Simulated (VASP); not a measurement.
# Be (P6_3/mmc) in VASP: a series of runs

The runs below take Be through single point, relaxation of cell and atoms, with PBEsol.

Everything below comes from runs of VASP 6.6.1. Logs are shortened: lines on timing, memory, paths and dates and some standing lists are left out, and cuts for length are marked.

**1. The cell of the first run**

The structure is hexagonal, space group P6_3/mmc (No. 194). The conventional cell has a = 2.254 Å, b = 2.254 Å, c = 3.561 Å, α = 90.00°, β = 90.00°, γ = 120.00°. Within 2.9 Å of Be (site symmetry -6m2) lie 12 Be at 2.21 to 2.25 Å.

**2. Single point, PBEsol**

Contents of INCAR:

```
SYSTEM = Be
  PREC = Accurate
  ENCUT = 520
  EDIFF = 1E-6
  ISMEAR = -1
  SIGMA = 0.05
  LREAL = .FALSE.
  LASPH = .TRUE.
  NELM = 80
  ALGO = Normal
  ISIF = 2
  LWAVE = .FALSE.
  LCHARG = .FALSE.
  GGA = PS
  NBANDS = 9
```

Contents of KPOINTS:

```
regular mesh
0
G
  22 22 12
  0 0 0
```

Contents of POSCAR:

```
Be
1.0
    2.2539547883      0.0000000000      0.0000000000
   -1.1269773942      1.9519821057      0.0000000000
    0.0000000000      0.0000000000      3.5606897816
Be
2
Direct
    0.3333333333      0.6666666667      0.2500000000
    0.6666666667      0.3333333333      0.7500000000
```

Potentials or basis: VASP PAW PBE potentials, release 64 (Be).

Command:

```sh
$ cat potpaw_PBE.64/Be/POTCAR > POTCAR
$ mpirun -np 1 vasp_std > vasp.out
```

OUTCAR:

```text
SYSTEM = Be
   PREC = Accurate
   ENCUT = 520
   EDIFF = 1E-6
   ISMEAR = -1
   LREAL = .FALSE.
   LASPH = .TRUE.
   NELM = 80
   ISIF = 2
   GGA = PS

 ion  position               nearest neighbor table
   1  0.333  0.667  0.250-   2 2.21   2 2.21   2 2.21   2 2.21   2 2.21   2 2.21
   2  0.667  0.333  0.750-   1 2.21   1 2.21   1 2.21   1 2.21   1 2.21   1 2.21

  LATTYP: Found a hexagonal cell.
 ALAT       =     2.2539547883
 C/A-ratio  =     1.5797520873

  Lattice vectors:

 A1 = (   2.2539547883,   0.0000000000,   0.0000000000)
 A2 = (  -1.1269773942,   1.9519821057,   0.0000000000)
 A3 = (   0.0000000000,   0.0000000000,   3.5606897816)

Analysis of symmetry for initial positions (statically):
=====================================================================
 Subroutine PRICEL returns:
 Original cell was already a primitive cell.

 Routine SETGRP: Setting up the symmetry group for a
 hexagonal supercell.

 Subroutine GETGRP returns: Found 24 space group operations
 (whereof 12 operations were pure point group operations)
 out of a pool of 24 trial point group operations.

The static configuration has the point symmetry D_3d.
 The point group associated with its full space group is D_6h.

Analysis of symmetry for dynamics (positions and initial velocities):
=====================================================================
 Subroutine PRICEL returns:
 Original cell was already a primitive cell.

 Routine SETGRP: Setting up the symmetry group for a
 hexagonal supercell.

 Subroutine GETGRP returns: Found 24 space group operations
 (whereof 12 operations were pure point group operations)
 out of a pool of 24 trial point group operations.

The dynamic configuration has the point symmetry D_3d.
 The point group associated with its full space group is D_6h.

 Subroutine INISYM returns: Found 24 space group operations
 (whereof 12 operations are pure point group operations),
 and found     1 'primitive' translations

----------------------------------------------------------------------------------------

                                     Primitive cell

  volume of cell :      15.6659

  direct lattice vectors                    reciprocal lattice vectors
     2.253954788  0.000000000  0.000000000     0.443664622  0.256149889  0.000000000
    -1.126977394  1.951982106  0.000000000     0.000000000  0.512299778  0.000000000
     0.000000000  0.000000000  3.560689782     0.000000000  0.000000000  0.280844460

  length of vectors
     2.253954788  2.253954788  3.560689782     0.512299778  0.512299778  0.280844460

  position of ions in fractional coordinates (direct lattice)
     0.333333333  0.666666667  0.250000000
     0.666666667  0.333333333  0.750000000

  ion indices of the primitive-cell ions
   primitive index   ion index
                 1           1
                 2           2

----------------------------------------------------------------------------------------

 KPOINTS: regular mesh

Automatic generation of k-mesh.
 Grid dimensions read from file:
 generate k-points for:   22   22   12

 Generating k-lattice:

  Cartesian coordinates                     Fractional coordinates (reciprocal lattice)
     0.020166574  0.011643177  0.000000000     0.045454545  0.000000000  0.000000000
     0.000000000  0.023286354  0.000000000     0.000000000  0.045454545  0.000000000
     0.000000000  0.000000000  0.023403705     0.000000000  0.000000000  0.083333333

  Length of vectors
     0.023286354  0.023286354  0.023403705

  Shift w.r.t. Gamma in fractional coordinates (k-lattice)
     0.000000000  0.000000000  0.000000000

 Subroutine IBZKPT returns following result:
 ===========================================

 Found    364 irreducible k-points:

 Following reciprocal coordinates:
            Coordinates               Weight
  0.000000  0.000000  0.000000      1.000000
  0.045455  0.000000  0.000000      6.000000
  0.090909  0.000000  0.000000      6.000000
  0.136364  0.000000  0.000000      6.000000
  0.181818  0.000000  0.000000      6.000000
  0.227273 -0.000000  0.000000      6.000000
[... 16 lines left out ...]
  0.090909  0.090909  0.000000      6.000000
  0.136364  0.090909  0.000000     12.000000
 [... further k-points ...]
   k-points           NKPTS =    364   k-points in BZ     NKDIM =    364   number of bands    NBANDS=      9
   number of dos      NEDOS =    301   number of ions     NIONS =      2
   total plane-waves  NPLWV =   9072
   dimension x,y,z NGX =    18 NGY =   18 NGZ =   28
   dimension x,y,z NGXF=    36 NGYF=   36 NGZF=   56
   ions per type =               2
   NGX,Y,Z   is equivalent  to a cutoff of  13.28, 13.28, 13.07 a.u.
   NGXF,Y,Z  is equivalent  to a cutoff of  26.55, 26.55, 26.15 a.u.
 SYSTEM =  Be
   PREC   = accura    normal or accurate (medium, high low for compatibility)
   ISTART =      0    job   : 0-new  1-cont  2-samecut
   ICHARG =      2    charge: 1-file 2-atom 10-const
   ISPIN  =      1    spin polarized calculation?
   LNONCOLLINEAR =      F non collinear calculations
   LSORBIT =      F    spin-orbit coupling
   LASPH  =      T    aspherical Exc in radial PAW
   ENCUT  =  520.0 eV  38.22 Ry    6.18 a.u.   4.19  4.19  6.62*2*pi/ulx,y,z
   NELM   =     80;   NELMIN=  2; NELMDL= -5     # of ELM steps
   EDIFF  = 0.1E-05   stopping-criterion for ELM
   LREAL  =      F    real-space projection
   EDIFFG = 0.1E-04   stopping-criterion for IOM
   NSW    =      0    number of steps for IOM
   IBRION =     -1    ionic relax: 0-MD 1-quasi-New 2-CG
   NFREE  =      0    steps in history (QN), initial steepest desc. (CG)
   ISIF   =      2    stress and relaxation
   ISYM   =      2    0-nonsym 1-usesym 2-fastsym
   POTIM  = 0.5000    time-step for ionic-motion
   TEBEG  =    0.0;   TEEND  =   0.0 temperature during run
   PSTRESS=    0.0 pullay stress
   NELECT =       4.0000    total number of electrons
   NUPDOWN=      -1.0000    fix difference up-down
   EMIN   =  10.00;   EMAX   =-10.00  energy-range for DOS
   EFERMI =   0.00;   METHOD = LEGACY
   ISMEAR =    -1;   SIGMA  =   0.05  broadening in eV -4-tet -1-fermi 0-gaus
   EFERMI_NEDOS =   21; number of points for ismear=-14 and -15
   IALGO  =     38    algorithm
   IMIX   =      4    mixing-type and parameters
     AMIX     =   0.40;   BMIX     =  1.00
     AMIX_MAG =   1.60;   BMIX_MAG =  1.00
  volume/ion in A,a.u.               =       7.83        52.86
  Fermi-wavevector in a.u.,A,eV,Ry     =   1.038588  1.962646 14.676116  1.078664
  Thomas-Fermi vector in A             =   2.173079
   LORBIT       =      0    0 simple, 1 ext, 2 COOP (PROOUT), +10 PAW based schemes
   GGA     = PS    functional components
   LHFCALC =     F    Hartree Fock is set to
   AEXX    =    0.0000 exact exchange contribution
   IVDW    =     0    specifies the selected vdW correction
   LEPSILON=     F    determine dielectric tensor
   LRPA    =     F    only Hartree local field effects (RPA)
 non-spin polarized calculation
  energy-cutoff  :      520.00
  volume of cell :       15.67
 maximum number of plane-waves:       446
 NGX is ok and might be reduce to    18
   NGX =  9   NGY =  9   NGZ = 13

 number of electron       4.0000000 magnetization

 Free energy of the ion-electron system (eV)
  ---------------------------------------------------
  ext. energy  EPLUGINS =         0.00000000
  ---------------------------------------------------
  free energy    TOTEN  =        -7.99769105 eV

  energy without entropy =       -7.99668895  energy(sigma->0) =       -7.99719000

 E-fermi :   7.2581     XC(G=0): -10.6387

 val. band max:        7.2548108704   @ k =   0.2727   0.2727   0.0833
 cond. band min:       7.2984747647   @ k =   0.2273   0.1818   0.0000
 fundamental gap:      0.0436638943
 Fermi energy:         7.2580698585

 k-point     1 :       0.0000    0.0000    0.0000
  band No.  band energies     occupation
      1      -4.3031      2.00000
      2       2.5679      2.00000
      3       8.1943      0.00000
      4      23.2689      0.00000
      5      23.2689      0.00000
      6      26.1158      0.00000
      7      26.1158      0.00000
      8      28.1098      0.00000
      9      34.3901      0.00000

 k-point     2 :       0.0455    0.0000    0.0000
  band No.  band energies     occupation
      1      -4.2435      2.00000
      2       2.6465      2.00000
      3       8.2115      0.00000
      4      22.7570      0.00000
      5      22.8704      0.00000
      6      26.1236      0.00000
      7      26.3369      0.00000
      8      28.0041      0.00000
      9      33.2907      0.00000

 k-point     3 :       0.0909    0.0000    0.0000
  band No.  band energies     occupation
      1      -4.0648      2.00000
      2       2.8822      2.00000
      3       8.2606      0.00000
      4      21.4401      0.00000
      5      22.0035      0.00000
      6      26.1038      0.00000
      7      26.6441      0.00000
      8      27.6481      0.00000
      9      31.5904      0.00000

 k-point     4 :       0.1364    0.0000    0.0000
  band No.  band energies     occupation
      1      -3.7667      2.00000
      2       3.2745      2.00000
      3       8.3324      0.00000
      4      19.7052      0.00000
      5      21.0192      0.00000
      6      25.9779      0.00000
      7      26.6840      0.00000
      8      26.9307      0.00000
      9      29.7621      0.00000

 k-point     5 :       0.1818    0.0000    0.0000
  band No.  band energies     occupation
      1      -3.3491      2.00000
      2       3.8225      2.00000
      3       8.4037      0.00000
      4      17.8517      0.00000
      5      20.0585      0.00000
      6      25.5490      0.00000
      7      25.7309      0.00000
      8      26.4338      0.00000
      9      28.1849      0.00000

 k-point     6 :       0.2273   -0.0000    0.0000
  band No.  band energies     occupation
      1      -2.8122      2.00000
      2       4.5246      2.00000
      3       8.4212      0.00000
      4      16.0925      0.00000
      5      19.1798      0.00000
      6      24.0641      0.00000
      7      24.4579      0.00000
      8      26.0129      0.00000
      9      27.3328      0.00000
[... 169 lines left out ...]
 k-point    21 :       0.4091    0.0455    0.0000
  band No.  band energies     occupation
      1       1.0140      2.00000
      2       5.2348      2.00000
      3       9.4537      0.00000
      4      13.4642      0.00000
      5      15.2818      0.00000
      6      15.8951      0.00000
      7      18.8011      0.00000
      8      24.1785      0.00000
      9      27.3177      0.00000

 k-point    22 :       0.4545    0.0455    0.0000
  band No.  band energies     occupation
      1       1.9141      2.00000
      2       4.2084      2.00000
      3      10.5725      0.00000
      4      13.8019      0.00000
      5      13.8901      0.00000
      6      15.4635      0.00000
      7      18.3392      0.00000
      8      24.0627      0.00000
      9      27.3198      0.00000

 k-point    23 :       0.0909    0.0909    0.0000
  band No.  band energies     occupation
      1      -3.5876      2.00000
      2       3.5096      2.00000
      3       8.3758      0.00000
      4      19.2885      0.00000
      5      19.8694      0.00000
      6      25.9974      0.00000
      7      26.3719      0.00000
      8      26.5278      0.00000
      9      30.4418      0.00000

 k-point    24 :       0.1364    0.0909    0.0000
  band No.  band energies     occupation
      1      -3.1695      2.00000
      2       4.0570      2.00000
      3       8.4510      0.00000
      4      17.5785      0.00000
      5      18.8689      0.00000
      6      25.4235      0.00000
      7      25.5253      0.00000
      8      25.8725      0.00000
      9      29.7331      0.00000

 [... further k-points ...]
[... 5 lines left out ...]
  --------------------------------------------------------------------------------------
  -------------------------------------------------------------------------------------
  Total        0.0348808      0.0348808      0.0413736     -0.0000000      0.0000000      0.0000000
  in kB        3.5673227      3.5673227      4.2313441     -0.0000000      0.0000000      0.0000000
  external PRESSURE =       3.7886632 kB  Pullay stress =       0.0000000 kB

 VOLUME and BASIS-vectors are now :
 -----------------------------------------------------------------------------
  energy-cutoff  :      520.00
  volume of cell :       15.67
      direct lattice vectors                 reciprocal lattice vectors
     2.253954788  0.000000000  0.000000000     0.443664622  0.256149889  0.000000000
    -1.126977394  1.951982106  0.000000000     0.000000000  0.512299778  0.000000000
     0.000000000  0.000000000  3.560689782     0.000000000  0.000000000  0.280844460

 POSITION                                       TOTAL-FORCE (eV/Angst)
 -----------------------------------------------------------------------------------
     -0.00000      1.30132      0.89017         0.000000      0.000000      0.000000
      1.12698      0.65066      2.67052         0.000000     -0.000000      0.000000
 -----------------------------------------------------------------------------------
    total drift:                                0.000000     -0.000000      0.000000

  FREE ENERGIE OF THE ION-ELECTRON SYSTEM (eV)
  ---------------------------------------------------
  free  energy   TOTEN  =        -7.9976910543 eV

  energy  without entropy=       -7.9966889476  energy(sigma->0) =       -7.99719000
```

It took 23 s on 1 thread of AMD EPYC 9755, shared host; peak memory 0.12 GiB.

Results:

* Free energy: -7.9977 eV
* Pressure: 0.4 GPa
* Band gap on the k mesh: zero (bands 2 and 3 overlap by 1.93 eV)

Caveat: the PAW data sets were made with another functional, which shifts forces and pressure a little.

(Continued in part 2 of 2.)

The gap in the log of VASP goes by the Fermi energy; the results here count the filled bands.